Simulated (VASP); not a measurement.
# Mo in VASP: notebook

Mo is run at these levels: TPSS, b88 exchange, pbe correlation; tasks: single point.

All numbers are computed with VASP 6.6.1; they aren't measurements. Logs are shortened: lines on timing, memory, paths and dates and some standing lists are left out, and cuts for length are marked.

## 1. The cell of the first run

It takes space group I4/mmm (No. 139, tetragonal). Conventional cell: a = 3.168 Å, b = 3.168 Å, c = 3.136 Å, α = 90.00°, β = 90.00°, γ = 90.00°. Within 3.6 Å of Mo (site symmetry 4/mmm) lie 14 Mo at 2.73 to 3.17 Å.

## 2. Single point, TPSS (cell strained by -1.0% along z)

Input file INCAR:

```
METAGGA = TPSS ; ISMEAR = 1
SIGMA = 0.05 ; LWAVE = F
LCHARG = F ; ISIF = 2
PREC = Accurate ; LASPH = T
LREAL = F ; ALGO = Normal
EDIFF = 1E-7 ; NELM = 120
GGA_COMPAT = F ; ENCUT = 640
LMIXTAU = T ; KPAR = 2
NBANDS = 25
```

Input file KPOINTS:

```
Automatic mesh
0
Gamma
  19 19 19
  0 0 0
```

Input file POSCAR:

```
Mo
1.0
   -1.5838089719      1.5838089719      1.5679708822
    1.5838089719     -1.5838089719      1.5679708822
    1.5838089719      1.5838089719     -1.5679708822
Mo
1
Direct
    0.0000000000      0.0000000000      0.0000000000
```

Potentials or basis: VASP PAW PBE potentials, release 64 (Mo_sv).

Launch:

```console
$ cat potpaw_PBE.64/Mo_sv/POTCAR > POTCAR
$ mpirun -np 2 vasp_std > vasp.out
```

OUTCAR:

```text
METAGGA = TPSS
   ISMEAR = 1
   ISIF = 2
   PREC = Accurate
   LASPH = T
   LREAL = F
   EDIFF = 1E-7
   NELM = 120
   ENCUT = 640

 ion  position               nearest neighbor table
   1  0.000  0.000  0.000-

  LATTYP: Found a body centered tetragonal cell.
 ALAT       =     3.1676179438
 C/A-ratio  =     0.9900000000

  Lattice vectors:

 A1 = (  -1.5838089719,   1.5838089719,   1.5679708822)
 A2 = (   1.5838089719,  -1.5838089719,   1.5679708822)
 A3 = (   1.5838089719,   1.5838089719,  -1.5679708822)

Analysis of symmetry for initial positions (statically):
=====================================================================
 Subroutine PRICEL returns:
 Original cell was already a primitive cell.

 Routine SETGRP: Setting up the symmetry group for a
 body centered tetragonal supercell.

 Subroutine GETGRP returns: Found 16 space group operations
 (whereof 16 operations were pure point group operations)
 out of a pool of 16 trial point group operations.

The static configuration has the point symmetry D_4h.

Analysis of symmetry for dynamics (positions and initial velocities):
=====================================================================
 Subroutine PRICEL returns:
 Original cell was already a primitive cell.

 Routine SETGRP: Setting up the symmetry group for a
 body centered tetragonal supercell.

 Subroutine GETGRP returns: Found 16 space group operations
 (whereof 16 operations were pure point group operations)
 out of a pool of 16 trial point group operations.

The dynamic configuration has the point symmetry D_4h.

 Subroutine INISYM returns: Found 16 space group operations
 (whereof 16 operations are pure point group operations),
 and found     1 'primitive' translations

----------------------------------------------------------------------------------------

                                     Primitive cell

  volume of cell :      15.7327

  direct lattice vectors                    reciprocal lattice vectors
    -1.583808972  1.583808972  1.567970882     0.000000000  0.315694638  0.318883473
     1.583808972 -1.583808972  1.567970882     0.315694638  0.000000000  0.318883473
     1.583808972  1.583808972 -1.567970882     0.315694638  0.315694638  0.000000000

  length of vectors
     2.734124066  2.734124066  2.734124066     0.448720151  0.448720151  0.446459639

  position of ions in fractional coordinates (direct lattice)
     0.000000000  0.000000000  0.000000000

  ion indices of the primitive-cell ions
   primitive index   ion index
                 1           1

----------------------------------------------------------------------------------------

 KPOINTS: Automatic mesh

Automatic generation of k-mesh.
 Grid dimensions read from file:
 generate k-points for:   19   19   19

 Generating k-lattice:

  Cartesian coordinates                     Fractional coordinates (reciprocal lattice)
     0.000000000  0.016615507  0.016783341     0.052631579  0.000000000 -0.000000000
     0.016615507  0.000000000  0.016783341     0.000000000  0.052631579 -0.000000000
     0.016615507  0.016615507  0.000000000     0.000000000  0.000000000  0.052631579

  Length of vectors
     0.023616850  0.023616850  0.023497876

  Shift w.r.t. Gamma in fractional coordinates (k-lattice)
     0.000000000  0.000000000  0.000000000

 Subroutine IBZKPT returns following result:
 ===========================================

 Found    550 irreducible k-points:

 Following reciprocal coordinates:
            Coordinates               Weight
  0.000000  0.000000  0.000000      1.000000
  0.052632 -0.000000  0.000000      8.000000
  0.105263 -0.000000  0.000000      8.000000
  0.157895  0.000000 -0.000000      8.000000
  0.210526 -0.000000  0.000000      8.000000
  0.263158  0.000000  0.000000      8.000000
[... 16 lines left out ...]
 -0.315789  0.052632  0.000000     16.000000
 -0.263158  0.052632  0.000000     16.000000
 [... further k-points ...]
   k-points           NKPTS =    550   k-points in BZ     NKDIM =    550   number of bands    NBANDS=     25
   number of dos      NEDOS =    301   number of ions     NIONS =      1
   total plane-waves  NPLWV =  13824
   dimension x,y,z NGX =    24 NGY =   24 NGZ =   24
   dimension x,y,z NGXF=    48 NGYF=   48 NGZF=   48
   ions per type =               1
   NGX,Y,Z   is equivalent  to a cutoff of  14.59, 14.59, 14.59 a.u.
   NGXF,Y,Z  is equivalent  to a cutoff of  29.19, 29.19, 29.19 a.u.
 SYSTEM =  unknown system
   PREC   = accura    normal or accurate (medium, high low for compatibility)
   ISTART =      0    job   : 0-new  1-cont  2-samecut
   ICHARG =      2    charge: 1-file 2-atom 10-const
   ISPIN  =      1    spin polarized calculation?
   LNONCOLLINEAR =      F non collinear calculations
   LSORBIT =      F    spin-orbit coupling
   LASPH  =      T    aspherical Exc in radial PAW
   ENCUT  =  640.0 eV  47.04 Ry    6.86 a.u.   5.64  5.64  5.64*2*pi/ulx,y,z
   NELM   =    120;   NELMIN=  2; NELMDL= -5     # of ELM steps
   EDIFF  = 0.1E-06   stopping-criterion for ELM
   LREAL  =      F    real-space projection
   EDIFFG = 0.1E-05   stopping-criterion for IOM
   NSW    =      0    number of steps for IOM
   IBRION =     -1    ionic relax: 0-MD 1-quasi-New 2-CG
   NFREE  =      0    steps in history (QN), initial steepest desc. (CG)
   ISIF   =      2    stress and relaxation
   ISYM   =      2    0-nonsym 1-usesym 2-fastsym
   POTIM  = 0.5000    time-step for ionic-motion
   TEBEG  =    0.0;   TEEND  =   0.0 temperature during run

   SCALEE = 1.0000    scale energy and forces
   PSTRESS=    0.0 pullay stress
   NELECT =      14.0000    total number of electrons
   NUPDOWN=      -1.0000    fix difference up-down
   EMIN   =  10.00;   EMAX   =-10.00  energy-range for DOS
   EFERMI =   0.00;   METHOD = LEGACY
   ISMEAR =     1;   SIGMA  =   0.05  broadening in eV -4-tet -1-fermi 0-gaus
   EFERMI_NEDOS =   21; number of points for ismear=-14 and -15
   IALGO  =     38    algorithm
   IMIX   =      4    mixing-type and parameters
     AMIX     =   0.40;   BMIX     =  1.00
     AMIX_MAG =   1.60;   BMIX_MAG =  1.00
  volume/ion in A,a.u.               =      15.73       106.17
  Fermi-wavevector in a.u.,A,eV,Ry     =   1.574646  2.975650 33.735789  2.479511
  Thomas-Fermi vector in A             =   2.675749
   LORBIT       =      0    0 simple, 1 ext, 2 COOP (PROOUT), +10 PAW based schemes
   METAGGA = TPSS    functional components
   LHFCALC =     F    Hartree Fock is set to
   AEXX    =    0.0000 exact exchange contribution
   IVDW    =     0    specifies the selected vdW correction
   LEPSILON=     F    determine dielectric tensor
   LRPA    =     F    only Hartree local field effects (RPA)

   CSHIFT  =0.1000    complex shift for real part using Kramers Kronig

   OMEGAMAX=  -1.0    maximum frequency
 non-spin polarized calculation
 Methfessel and Paxton  Order N= 1 SIGMA  =   0.05
  energy-cutoff  :      640.00
  volume of cell :       15.73
 maximum number of plane-waves:       603
   NGX = 11   NGY = 11   NGZ = 11

 number of electron      14.0000002 magnetization

 Free energy of the ion-electron system (eV)
  ---------------------------------------------------
  ext. energy  EPLUGINS =         0.00000000
  ---------------------------------------------------
  free energy    TOTEN  =       -19.62031064 eV

  energy without entropy =      -19.62036419  energy(sigma->0) =      -19.62032849

 E-fermi :  12.5516     XC(G=0): -13.5676

 val. band max:       12.5453281832   @ k =  -0.1053  -0.1579   0.0526
 cond. band min:      12.5547241685   @ k =  -0.1579   0.1579   0.1053
 fundamental gap:      0.0093959852
 Fermi energy:        12.5515979499

 k-point     1 :       0.0000    0.0000    0.0000
  band No.  band energies     occupation
      1     -49.4174      2.00000
      2     -22.4633      2.00000
      3     -22.4633      2.00000
      4     -22.4594      2.00000
      5       5.3189      2.00000
      6      11.0735      2.00000
[... 11 lines left out ...]
     18      43.0358      0.00000
     19      48.6100      0.00000

 k-point     2 :       0.0526   -0.0000    0.0000
  band No.  band energies     occupation
      1     -49.4106      2.00000
      2     -22.5009      2.00000
      3     -22.4756      2.00000
      4     -22.4616      2.00000
      5       5.4414      2.00000
      6      11.0454      2.00000
[... 11 lines left out ...]
     18      43.9546      0.00000
     19      48.1833      0.00000

 k-point     3 :       0.1053   -0.0000    0.0000
  band No.  band energies     occupation
      1     -49.3908      2.00000
      2     -22.6141      2.00000
      3     -22.5112      2.00000
      4     -22.4628      2.00000
      5       5.7929      2.00000
      6      10.8599      2.00000
[... 11 lines left out ...]
     18      46.2260      0.00000
     19      47.1796      0.00000

 k-point     4 :       0.1579    0.0000   -0.0000
  band No.  band energies     occupation
      1     -49.3602      2.00000
      2     -22.7866      2.00000
      3     -22.5658      2.00000
      4     -22.4645      2.00000
      5       6.3198      2.00000
      6      10.5738      2.00000
[... 11 lines left out ...]
     18      45.8463      0.00000
     19      46.5278      0.00000

 k-point     5 :       0.2105   -0.0000    0.0000
  band No.  band energies     occupation
      1     -49.3218      2.00000
      2     -22.9972      2.00000
      3     -22.6331      2.00000
      4     -22.4667      2.00000
      5       6.9088      2.00000
      6      10.2404      2.00000
[... 11 lines left out ...]
     18      45.2347      0.00000
     19      46.4703      0.00000
[... 334 lines left out ...]
      2     -23.6807      2.00000
      3     -22.8671      2.00000
      4     -22.4891      2.00000
      5       7.4544      2.00000
      6       9.2762      2.00000
[... 11 lines left out ...]
     18      46.0470      0.00000
     19      47.9359      0.00000

 k-point    22 :      -0.3684    0.0526    0.0000
  band No.  band energies     occupation
      1     -49.2174      2.00000
      2     -23.5280      2.00000
      3     -22.8125      2.00000
      4     -22.4868      2.00000
      5       7.5837      2.00000
      6       9.4852      2.00000
[... 11 lines left out ...]
     18      46.5539      0.00000
     19      46.8211      0.00000

 k-point    23 :      -0.3158    0.0526    0.0000
  band No.  band energies     occupation
      1     -49.2560      2.00000
      2     -23.3349      2.00000
      3     -22.7439      2.00000
      4     -22.4842      2.00000
      5       7.5673      2.00000
      6       9.7596      2.00000
[... 11 lines left out ...]
     18      45.1300      0.00000
     19      47.3363      0.00000

 k-point    24 :      -0.2632    0.0526    0.0000
  band No.  band energies     occupation
      1     -49.2976      2.00000
      2     -23.1208      2.00000
      3     -22.6684      2.00000
      4     -22.4814      2.00000
      5       7.2476      2.00000
      6      10.0796      2.00000
[... 11 lines left out ...]
     18      44.2428      0.00000
     19      47.6161      0.00000

 [... further k-points ...]

 [bands above 19 left out]

------------------------ aborting loop because EDIFF is reached ----------------------------------------

  FORCE on cell =-STRESS in cart. coord.  units (eV):
  Direction    XX          YY          ZZ          XY          YZ          ZX
  --------------------------------------------------------------------------------------
  -------------------------------------------------------------------------------------
  Total       -0.2115543     -0.2115543      0.1162787      0.0000000      0.0000000     -0.0000000
  in kB      -21.5441236    -21.5441236     11.8415129      0.0000000      0.0000000     -0.0000000
  external PRESSURE =     -10.4155781 kB  Pullay stress =       0.0000000 kB

 VOLUME and BASIS-vectors are now :
 -----------------------------------------------------------------------------
  energy-cutoff  :      640.00
  volume of cell :       15.73
      direct lattice vectors                 reciprocal lattice vectors
    -1.583808972  1.583808972  1.567970882     0.000000000  0.315694638  0.318883473
     1.583808972 -1.583808972  1.567970882     0.315694638  0.000000000  0.318883473
     1.583808972  1.583808972 -1.567970882     0.315694638  0.315694638  0.000000000

 POSITION                                       TOTAL-FORCE (eV/Angst)
 -----------------------------------------------------------------------------------
      0.00000      0.00000      0.00000         0.000000      0.000000      0.000000
 -----------------------------------------------------------------------------------
    total drift:                                0.000000      0.000000      0.000000

  FREE ENERGIE OF THE ION-ELECTRON SYSTEM (eV)
  ---------------------------------------------------
  free  energy   TOTEN  =       -19.6203106442 eV

  energy  without entropy=      -19.6203641869  energy(sigma->0) =      -19.62032849
```

Run time: 5.6 min. Hardware: 2 MPI ranks of Intel Xeon Platinum 8488C (Sapphire Rapids), shared host; peak memory 0.31 GiB.

What came out:

```yaml
Free_energy: -19.6203 eV
Pressure: -1.0 GPa
Band_gap_on_the_k_mesh: zero (bands 7 and 8 overlap by 2.78 eV)
```

Levels at points of the mesh, in eV from the Fermi level:
```csv
k point,band 4,band 5,band 6,band 7,band 8,band 9,band 10,band 11
"(0.00, 0.00, 0.00)",-35.01,-7.23,-1.48,-1.36,-1.36,1.58,1.73,14.77
```

Caveat: the cell differs from its parent crystal (cell strained by -1.0% along z); the PAW data sets were made with another functional, which shifts forces and pressure a little.

## 3. Single point, b88 exchange, pbe correlation

This run uses another cell than the first one, of 15.89 Å³/atom.

Input file INCAR:

```
SYSTEM = Mo
PREC = Accurate
ENCUT = 500
EDIFF = 1E-6
ISMEAR = -1
SIGMA = 0.05
LREAL = .FALSE.
LASPH = .TRUE.
NELM = 120
ALGO = Normal
ISIF = 2
LWAVE = .FALSE.
LCHARG = .FALSE.
GGA = LIBXC
LIBXC1 = GGA_X_B88
LIBXC2 = GGA_C_PBE
NBANDS = 13
GGA_COMPAT = .FALSE.
```

Input file KPOINTS:

```
Automatic mesh
0
G
  12 12 12
  0 0 0
```

Input file POSCAR:

```
Mo
1.0
   -1.5838089719      1.5838089719      1.5838089719
    1.5838089719     -1.5838089719      1.5838089719
    1.5838089719      1.5838089719     -1.5838089719
Mo
1
Direct
    0.0000000000      0.0000000000      0.0000000000
```

Potentials or basis: VASP PAW PBE potentials, release 64 (Mo_sv).

Launch:

```console
$ cat potpaw_PBE.64/Mo_sv/POTCAR > POTCAR
$ mpirun -np 1 vasp_std > vasp.out
```

Run time: 7.6 s. Hardware: 1 thread of AMD EPYC 7R13 (Zen 3), shared host; peak memory 0.1 GiB.

The run converged. Its results:

| Item | Value |
| --- | --- |
| Free energy | -10.8432 eV |
| Pressure | -1.6 GPa |
| Band gap on the k mesh | zero (bands 7 and 8 overlap by 5.22 eV) |

Levels at points of the mesh, in eV from the Fermi level:
```csv
k point,band 5,band 6,band 7,band 8,band 9,band 10
"(0.00, 0.00, 0.00)",-7.11,-1.30,-1.30,-1.30,1.67,1.67
"(0.50, 0.00, 0.00)",-5.17,-3.28,1.65,1.68,2.30,4.66
"(0.50, 0.50, 0.50)",-5.26,-5.26,3.92,3.92,3.92,9.00
```

Caveat: the PAW data sets were made with another functional, which shifts forces and pressure a little.
